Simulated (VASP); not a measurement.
## TiAl3: single point with r2SCAN+D3(BJ)

TiAl3, a slab with vacuum:

```
Ti Al
1.0
     5.59416    0.00000    0.00000
     0.00000    7.91134    0.00000
     0.00000    0.00000   15.19562
Ti Al
4 12
Direct
  0.00000 0.00000 0.06581
  0.47837 0.97672 0.24857
  0.00000 0.50000 0.06581
  0.51497 0.45950 0.24438
  0.50000 0.00000 0.06581
  0.25893 0.22302 0.14810
  0.76051 0.22386 0.15976
  0.02546 0.96123 0.25858
  0.75884 0.22173 0.35002
  0.20035 0.22327 0.34556
  0.50000 0.50000 0.06581
  0.21580 0.73510 0.14831
  0.72123 0.73448 0.14248
  0.01405 0.49237 0.24262
  0.75915 0.69867 0.33973
  0.25123 0.71925 0.35315
```

| Item | Value |
| --- | --- |
| Program | VASP 6.6.1 |
| Task | single point |
| Functional | r2SCAN |
| Dispersion | D3(BJ) |
| Potentials or basis | VASP PAW PBE potentials, release 64 (Ti_sv, Al) |
| Cutoff | 520 eV |
| k mesh | 3 × 2 × 1 |
| Occupations | fermi-dirac, width 0.1 eV |
| Spin | no spin polarisation |

```json
{
  "Largest force": "1.911 eV/Å",
  "Dispersion energy per atom": "-0.105 eV"
}
```

Forces on the atoms (eV/Å):
```
Ti  -0.269 -0.784  0.516
Ti   1.600 -0.089  0.098
Ti  -0.354 -1.294  0.230
Ti  -0.816  0.911  0.272
Al   0.124 -0.586 -0.735
Al  -0.408  1.150  0.495
Al   0.200  0.283 -0.120
Al  -1.893  0.265 -0.017
Al  -1.066  0.120 -0.553
Al   1.665  0.277 -0.487
Al  -0.316 -0.906 -0.744
Al   1.255  0.401  0.362
Al   0.589  0.699  0.825
Al  -0.195 -0.883  0.629
Al  -0.324  0.573 -0.079
Al   0.207 -0.136 -0.693
```

Levels at points of the mesh, in eV from the Fermi level:
| k point | band 40 | band 41 | band 42 | band 43 | band 44 | band 45 |
| --- | --- | --- | --- | --- | --- | --- |
| (0.00, 0.00, 0.00) | -0.35 | -0.22 | -0.13 | 0.07 | 0.23 | 0.50 |
| (0.00, 0.50, 0.00) | -0.53 | -0.37 | -0.29 | 0.07 | 0.19 | 0.53 |

Wall time 41 min on 1 thread of Intel Xeon 8259CL (shared host), peak memory 0.76 GiB.

Caveat: the k points lie up to 0.40 Å⁻¹ apart; the atoms stand as in a frame of molecular dynamics; the PAW data sets were made with another functional, which shifts forces and pressure a little.
